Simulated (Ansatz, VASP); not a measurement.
Given: the input of a run of VASP 6.6.1 on GaN.

File INCAR:

```
SYSTEM = GaN
PREC = Accurate ; ENCUT = 600
EDIFF = 1E-7 ; ISMEAR = -1
SIGMA = 0.05 ; LREAL = .FALSE.
LASPH = .TRUE. ; NELM = 80
ALGO = Normal ; ISIF = 3
LWAVE = .FALSE. ; LCHARG = .FALSE.
GGA = PS ; IBRION = 2
NSW = 60 ; EDIFFG = -0.01
```

File KPOINTS:

```
Automatic mesh
0
G
  10 10 10
  0 0 0
```

The input POSCAR:

```
GaN
1.0
    2.9806400000      0.0000000000      0.0000000000
   -1.4903200000      2.5813100000      0.0000000000
    0.0000000000      0.0000000000      2.6833700000
Ga N
1 1
Direct
    0.6666700000      0.3333300000      0.5000000000
    0.0000000000      0.0000000000      0.0000000000
```

Potentials or basis: VASP PAW PBE potentials, release 64 (Ga_d, N).

The run is started by

```sh
$ cat potpaw_PBE.64/Ga_d/POTCAR potpaw_PBE.64/N/POTCAR > POTCAR
$ mpirun -np 1 vasp_std > vasp.out
```

Q: Translate it to Ansatz 0.2.0. Potentials there: Ansatz PAW.

A: As run (the cutoff follows the program's own potentials):

Contents of input.yaml:

```yaml
crystal:
  lattice:
    - [2.98064, 0.0, 0.0]
    - [-1.49032, 2.58131, 0.0]
    - [0.0, 0.0, 2.68337]
  atoms:
    - { symbol: Ga, position: [0.66667, 0.33333, 0.5] }
    - { symbol: "N", position: [0.0, 0.0, 0.0] }
hamiltonian:
  xc: pbesol
  pseudopotentials: { kind: paw }
kpoints:
  mp_grid: { grid: [10, 10, 10] }
scf:
  occupations: { method: fermi_dirac, width: 0.05 }
output:
  forces: true
  stress: true
  eigenvalues: true
relax:
  f_tol: 0.01
  max_steps: 40
  cell: { stress_tol: 0.05 }
```

Potentials or basis: Ansatz PAW.

Run with:

```sh
$ ansatz run input.yaml --threads 2 --pin off --max-ram 5632MiB --backend cpu --events-out ev --progress --plain --runs-dir out
```

Both were run:

|  | VASP | Ansatz | Ansatz less VASP |
| --- | --- | --- | --- |
| gap on the k mesh at the Fermi level, each at its own relaxed structure (eV) | none | none | - |
| relaxed volume (Å³/atom) | 9.95 | 9.94 | -0.016 |
| relaxed length of the cell vector where the two differ most in proportion (Å) | 2.943 | 2.941 | -0.0016 |

VASP's potentials were made for PBE, not for PBEsol. A gap of «none» marks a metal or a gap that the smearing closes.

Noted on Ansatz's run: the plane-wave basis is chosen anew once the cell has moved, so the energies of steps on either side of that aren't comparable.
